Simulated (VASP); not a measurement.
C: single point with LDA

C:

```
CELL_PARAMETERS angstrom
-0.98143 0.98143 0.98143
0.98143 -0.98143 0.98143
0.98143 0.98143 -0.98143
ATOMIC_POSITIONS crystal
C 0.00000 0.00000 0.00000
```

This cell differs from its parent crystal: volume scaled by 0.6.

```yaml
Program: VASP 6.6.1
Task: single point
Functional: LDA
Potentials_or_basis: VASP PAW LDA potentials, release 64 (C)
Cutoff: 520 eV
k_mesh: 22 × 22 × 22
Occupations: fermi-dirac, width 0.1 eV
Spin: no spin polarisation
Dipole_correction: no
Further_INCAR_settings: ALGO = Normal; EDIFF = 1e-06; NBANDS = 8
```

The pressure is 308.5 GPa. The band gap on the k mesh is zero (band 2 reaches 34.09 eV, above the bottom of band 3 at 13.31 eV).

Levels at points of the mesh, in eV from the Fermi level:
```tsv
k point	band 1	band 2	band 3	band 4	band 5	band 6
(0.00, 0.00, 0.00)	-29.15	15.39	15.39	15.39	44.00	44.00
(0.50, 0.00, 0.00)	-16.03	-10.30	6.89	12.16	28.18	31.67
(0.50, 0.50, 0.50)	-3.65	-3.65	-3.65	9.79	11.84	11.84
```

Wall time 3.3 s on 1 thread of Intel Xeon 6975P-C, on a shared host, peak memory 0.11 GiB.
